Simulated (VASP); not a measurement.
# HgTe (wurtzite type) (P6_3mc) in VASP: single point with PBE

Aim: the single point of HgTe (wurtzite type) with PBE.

Program: VASP 6.6.1. These are calculated values, not measurements. Logs are shortened: lines on timing, memory, paths and dates and some standing lists are left out, and cuts for length are marked.

### 1 The cell of the first run

Symmetry: P6_3mc, No. 186, hexagonal system. Conventional cell: a = 4.402 Å, b = 4.402 Å, c = 7.301 Å, α = 90.00°, β = 90.00°, γ = 120.00°. Within 3.6 Å of Hg (site symmetry 3m) lie 4 Te at 2.71 Å. Within 3.6 Å of Te (site symmetry 3m) lie 4 Hg at 2.71 Å.

### 2 Single point, PBE

INCAR

```
SYSTEM = HgTe
PREC = Accurate ; ENCUT = 520
EDIFF = 1E-6 ; ISMEAR = -1
SIGMA = 0.05 ; LREAL = .FALSE.
LASPH = .TRUE. ; NELM = 60
ALGO = Normal ; ISIF = 2
LWAVE = .FALSE. ; LCHARG = .FALSE.
GGA = PE ; NBANDS = 26
```

KPOINTS

```
regular mesh
0
G
  9 9 5
  0 0 0
```

POSCAR

```
HgTe
1.0
    4.4021263513      0.0000000000      0.0000000000
   -2.2010631756      3.8123532509      0.0000000000
    0.0000000000      0.0000000000      7.3012371993
Hg Te
2 2
Direct
    0.3333333333      0.6666666667      0.0025893858
    0.6666666667      0.3333333333      0.5025893858
    0.3333333333      0.6666666667      0.3734106142
    0.6666666667      0.3333333333      0.8734106142
```

Potentials or basis: VASP PAW PBE potentials, release 64 (Hg, Te).

On the command line:

```sh
$ cat potpaw_PBE.64/Hg/POTCAR potpaw_PBE.64/Te/POTCAR > POTCAR
$ mpirun -np 1 vasp_std > vasp.out
```

OUTCAR:

```text
SYSTEM = HgTe
   PREC = Accurate
   ENCUT = 520
   EDIFF = 1E-6
   ISMEAR = -1
   LREAL = .FALSE.
   LASPH = .TRUE.
   NELM = 60
   ISIF = 2
   GGA = PE

 ion  position               nearest neighbor table
   1  0.333  0.667  0.003-   3 2.71   4 2.71   4 2.71   4 2.71
   2  0.667  0.333  0.503-   4 2.71   3 2.71   3 2.71   3 2.71
   3  0.333  0.667  0.373-   1 2.71   2 2.71   2 2.71   2 2.71
   4  0.667  0.333  0.873-   2 2.71   1 2.71   1 2.71   1 2.71

  LATTYP: Found a hexagonal cell.
 ALAT       =     4.4021263513
 C/A-ratio  =     1.6585705672

  Lattice vectors:

 A1 = (   4.4021263513,   0.0000000000,   0.0000000000)
 A2 = (  -2.2010631756,   3.8123532509,   0.0000000000)
 A3 = (   0.0000000000,   0.0000000000,   7.3012371993)

Analysis of symmetry for initial positions (statically):
=====================================================================
 Subroutine PRICEL returns:
 Original cell was already a primitive cell.

 Routine SETGRP: Setting up the symmetry group for a
 hexagonal supercell.

 Subroutine GETGRP returns: Found 12 space group operations
 (whereof  6 operations were pure point group operations)
 out of a pool of 24 trial point group operations.

The static configuration has the point symmetry C_3v.
 The point group associated with its full space group is C_6v.

Analysis of symmetry for dynamics (positions and initial velocities):
=====================================================================
 Subroutine PRICEL returns:
 Original cell was already a primitive cell.

 Routine SETGRP: Setting up the symmetry group for a
 hexagonal supercell.

 Subroutine GETGRP returns: Found 12 space group operations
 (whereof  6 operations were pure point group operations)
 out of a pool of 24 trial point group operations.

The dynamic configuration has the point symmetry C_3v.
 The point group associated with its full space group is C_6v.

 Subroutine INISYM returns: Found 12 space group operations
 (whereof  6 operations are pure point group operations),
 and found     1 'primitive' translations

----------------------------------------------------------------------------------------

                                     Primitive cell

  volume of cell :     122.5327

  direct lattice vectors                    reciprocal lattice vectors
     4.402126351  0.000000000  0.000000000     0.227162948  0.131152589  0.000000000
    -2.201063176  3.812353251  0.000000000     0.000000000  0.262305179  0.000000000
     0.000000000  0.000000000  7.301237199     0.000000000  0.000000000  0.136963089

  length of vectors
     4.402126351  4.402126351  7.301237199     0.262305179  0.262305179  0.136963089

  position of ions in fractional coordinates (direct lattice)
     0.333333333  0.666666667  0.002589386
     0.666666667  0.333333333  0.502589386
     0.333333333  0.666666667  0.373410614
     0.666666667  0.333333333  0.873410614

  ion indices of the primitive-cell ions
   primitive index   ion index
                 1           1
                 2           2
                 3           3
                 4           4

----------------------------------------------------------------------------------------

 KPOINTS: regular mesh

Automatic generation of k-mesh.
 Grid dimensions read from file:
 generate k-points for:    9    9    5

 Generating k-lattice:

  Cartesian coordinates                     Fractional coordinates (reciprocal lattice)
     0.025240328  0.014572510  0.000000000     0.111111111  0.000000000  0.000000000
     0.000000000  0.029145020  0.000000000     0.000000000  0.111111111  0.000000000
     0.000000000  0.000000000  0.027392618     0.000000000  0.000000000  0.200000000

  Length of vectors
     0.029145020  0.029145020  0.027392618

  Shift w.r.t. Gamma in fractional coordinates (k-lattice)
     0.000000000  0.000000000  0.000000000

 Subroutine IBZKPT returns following result:
 ===========================================

 Found     36 irreducible k-points:

 Following reciprocal coordinates:
            Coordinates               Weight
  0.000000  0.000000  0.000000      1.000000
  0.111111 -0.000000  0.000000      6.000000
  0.222222 -0.000000  0.000000      6.000000
  0.333333 -0.000000  0.000000      6.000000
  0.444444 -0.000000  0.000000      6.000000
  0.111111  0.111111  0.000000      6.000000
[... 16 lines left out ...]
  0.333333  0.222222  0.200000     24.000000
  0.333333  0.333333  0.200000      4.000000
 [... further k-points ...]
   k-points           NKPTS =     36   k-points in BZ     NKDIM =     36   number of bands    NBANDS=     26
   number of dos      NEDOS =    301   number of ions     NIONS =      4
   total plane-waves  NPLWV =  69984
   dimension x,y,z NGX =    36 NGY =   36 NGZ =   54
   dimension x,y,z NGXF=    72 NGYF=   72 NGZF=  108
   ions per type =               2   2
   NGX,Y,Z   is equivalent  to a cutoff of  13.60, 13.60, 12.30 a.u.
   NGXF,Y,Z  is equivalent  to a cutoff of  27.19, 27.19, 24.59 a.u.
 SYSTEM =  HgTe
   PREC   = accura    normal or accurate (medium, high low for compatibility)
   ISTART =      0    job   : 0-new  1-cont  2-samecut
   ICHARG =      2    charge: 1-file 2-atom 10-const
   ISPIN  =      1    spin polarized calculation?
   LNONCOLLINEAR =      F non collinear calculations
   LSORBIT =      F    spin-orbit coupling
   LASPH  =      T    aspherical Exc in radial PAW
   ENCUT  =  520.0 eV  38.22 Ry    6.18 a.u.   8.19  8.19 13.58*2*pi/ulx,y,z
   NELM   =     60;   NELMIN=  2; NELMDL= -5     # of ELM steps
   EDIFF  = 0.1E-05   stopping-criterion for ELM
   LREAL  =      F    real-space projection
   EDIFFG = 0.1E-04   stopping-criterion for IOM
   NSW    =      0    number of steps for IOM
   IBRION =     -1    ionic relax: 0-MD 1-quasi-New 2-CG
   NFREE  =      0    steps in history (QN), initial steepest desc. (CG)
   ISIF   =      2    stress and relaxation
   ISYM   =      2    0-nonsym 1-usesym 2-fastsym
   POTIM  = 0.5000    time-step for ionic-motion
   TEBEG  =    0.0;   TEEND  =   0.0 temperature during run
   PSTRESS=    0.0 pullay stress
   NELECT =      36.0000    total number of electrons
   NUPDOWN=      -1.0000    fix difference up-down
   EMIN   =  10.00;   EMAX   =-10.00  energy-range for DOS
   EFERMI =   0.00;   METHOD = LEGACY
   ISMEAR =    -1;   SIGMA  =   0.05  broadening in eV -4-tet -1-fermi 0-gaus
   EFERMI_NEDOS =   21; number of points for ismear=-14 and -15
   IALGO  =     38    algorithm
   IMIX   =      4    mixing-type and parameters
     AMIX     =   0.40;   BMIX     =  1.00
     AMIX_MAG =   1.60;   BMIX_MAG =  1.00
  volume/ion in A,a.u.               =      30.63       206.72
  Fermi-wavevector in a.u.,A,eV,Ry     =   1.088324  2.056635 16.115416  1.184450
  Thomas-Fermi vector in A             =   2.224503
   LORBIT       =      0    0 simple, 1 ext, 2 COOP (PROOUT), +10 PAW based schemes
   GGA     = PE    functional components
   LHFCALC =     F    Hartree Fock is set to
   AEXX    =    0.0000 exact exchange contribution
   IVDW    =     0    specifies the selected vdW correction
   LEPSILON=     F    determine dielectric tensor
   LRPA    =     F    only Hartree local field effects (RPA)
 non-spin polarized calculation
  energy-cutoff  :      520.00
  volume of cell :      122.53
 maximum number of plane-waves:      3333
 NGX is ok and might be reduce to    36
   NGX = 17   NGY = 17   NGZ = 27

 number of electron      35.9999999 magnetization

 Free energy of the ion-electron system (eV)
  ---------------------------------------------------
  ext. energy  EPLUGINS =         0.00000000
  ---------------------------------------------------
  free energy    TOTEN  =        -6.60917726 eV

  energy without entropy =       -6.60848497  energy(sigma->0) =       -6.60883112

 E-fermi :   4.2628     XC(G=0):  -9.1932

 val. band max:        4.2300707244   @ k =   0.0000   0.0000   0.0000
 cond. band min:       4.8730706019   @ k =   0.0000   0.0000   0.0000
 fundamental gap:      0.6429998775
 Fermi energy:         4.2627825392

 k-point     1 :       0.0000    0.0000    0.0000
  band No.  band energies     occupation
      1      -8.5558      2.00000
      2      -7.8575      2.00000
      3      -3.7986      2.00000
      4      -3.7547      2.00000
      5      -3.7547      2.00000
      6      -3.6326      2.00000
[... 18 lines left out ...]
     25       9.6278      0.00000
     26      10.5993      0.00000

 k-point     2 :       0.1111   -0.0000    0.0000
  band No.  band energies     occupation
      1      -8.4892      2.00000
      2      -7.8206      2.00000
      3      -3.7771      2.00000
      4      -3.7461      2.00000
      5      -3.7352      2.00000
      6      -3.6149      2.00000
[... 18 lines left out ...]
     25      10.0003      0.00000
     26      11.0541      0.00000

 k-point     3 :       0.2222   -0.0000    0.0000
  band No.  band energies     occupation
      1      -8.3088      2.00000
      2      -7.7307      2.00000
      3      -3.7272      2.00000
      4      -3.7053      2.00000
      5      -3.6905      2.00000
      6      -3.5468      2.00000
[... 18 lines left out ...]
     25      10.4612      0.00000
     26      10.9342      0.00000

 k-point     4 :       0.3333   -0.0000    0.0000
  band No.  band energies     occupation
      1      -8.0747      2.00000
      2      -7.6426      2.00000
      3      -3.6849      2.00000
      4      -3.6503      2.00000
      5      -3.6099      2.00000
      6      -3.4403      2.00000
[... 18 lines left out ...]
     25      11.0029      0.00000
     26      11.5667      0.00000

 k-point     5 :       0.4444   -0.0000    0.0000
  band No.  band energies     occupation
      1      -7.8893      2.00000
      2      -7.6085      2.00000
      3      -3.6687      2.00000
      4      -3.6313      2.00000
      5      -3.4835      2.00000
      6      -3.3853      2.00000
[... 18 lines left out ...]
     25      11.4818      0.00000
     26      12.1329      0.00000

 k-point     6 :       0.1111    0.1111    0.0000
  band No.  band energies     occupation
      1      -8.3654      2.00000
      2      -7.7572      2.00000
      3      -3.7387      2.00000
      4      -3.7165      2.00000
      5      -3.7078      2.00000
      6      -3.5797      2.00000
[... 427 lines left out ...]
 k-point    21 :       0.4444    0.1111    0.2000
  band No.  band energies     occupation
      1      -7.8064      2.00000
      2      -7.6260      2.00000
      3      -3.6609      2.00000
      4      -3.6092      2.00000
      5      -3.4845      2.00000
      6      -3.4008      2.00000
[... 18 lines left out ...]
     25      11.8187      0.00000
     26      12.1674      0.00000

 k-point    22 :       0.2222    0.2222    0.2000
  band No.  band energies     occupation
      1      -7.9222      2.00000
      2      -7.6459      2.00000
      3      -3.6602      2.00000
      4      -3.6238      2.00000
      5      -3.4832      2.00000
      6      -3.4730      2.00000
[... 18 lines left out ...]
     25      10.5560      0.00000
     26      11.4148      0.00000

 k-point    23 :       0.3333    0.2222    0.2000
  band No.  band energies     occupation
      1      -7.7691      2.00000
      2      -7.6275      2.00000
      3      -3.6629      2.00000
      4      -3.5738      2.00000
      5      -3.4716      2.00000
      6      -3.3992      2.00000
[... 18 lines left out ...]
     25      11.2489      0.00000
     26      11.5298      0.00000

 k-point    24 :       0.3333    0.3333    0.2000
  band No.  band energies     occupation
      1      -7.6688      2.00000
      2      -7.6688      2.00000
      3      -3.6698      2.00000
      4      -3.5073      2.00000
      5      -3.5073      2.00000
      6      -3.3845      2.00000
[... 18 lines left out ...]
     25      11.5364      0.00000
     26      11.5364      0.00000

 [... further k-points ...]
[... 5 lines left out ...]
  --------------------------------------------------------------------------------------
  -------------------------------------------------------------------------------------
  Total        7.7443850      7.7443850      7.7542494      0.0000000     -0.0000000      0.0000000
  in kB      101.2617478    101.2617478    101.3907305      0.0000000     -0.0000000      0.0000000
  external PRESSURE =     101.3047420 kB  Pullay stress =       0.0000000 kB

 VOLUME and BASIS-vectors are now :
 -----------------------------------------------------------------------------
  energy-cutoff  :      520.00
  volume of cell :      122.53
      direct lattice vectors                 reciprocal lattice vectors
     4.402126351  0.000000000  0.000000000     0.227162948  0.131152589  0.000000000
    -2.201063176  3.812353251  0.000000000     0.000000000  0.262305179  0.000000000
     0.000000000  0.000000000  7.301237199     0.000000000  0.000000000  0.136963089

 POSITION                                       TOTAL-FORCE (eV/Angst)
 -----------------------------------------------------------------------------------
     -0.00000      2.54157      0.01891        -0.000000     -0.000000     -0.000225
      2.20106      1.27078      3.66952         0.000000      0.000000     -0.000225
     -0.00000      2.54157      2.72636        -0.000000      0.000000      0.000225
      2.20106      1.27078      6.37698         0.000000     -0.000000      0.000225
 -----------------------------------------------------------------------------------
    total drift:                               -0.000000      0.000000     -0.002537

  FREE ENERGIE OF THE ION-ELECTRON SYSTEM (eV)
  ---------------------------------------------------
  free  energy   TOTEN  =        -6.6091772556 eV

  energy  without entropy=       -6.6084849748  energy(sigma->0) =       -6.60883112
```

Run time: 3 min. Hardware: 1 thread of Intel Xeon 8259CL, shared host; peak memory 0.3 GiB.

Results:

```yaml
Free_energy: -6.6092 eV
Pressure: 10.1 GPa
Band_gap_on_the_k_mesh: zero (filled and empty bands touch)
```

Caveat: the cell stands under pressure; semilocal functionals underestimate gaps, so a narrow gap can read as zero; spin-orbit coupling is left out, which moves the levels of the heavy elements.
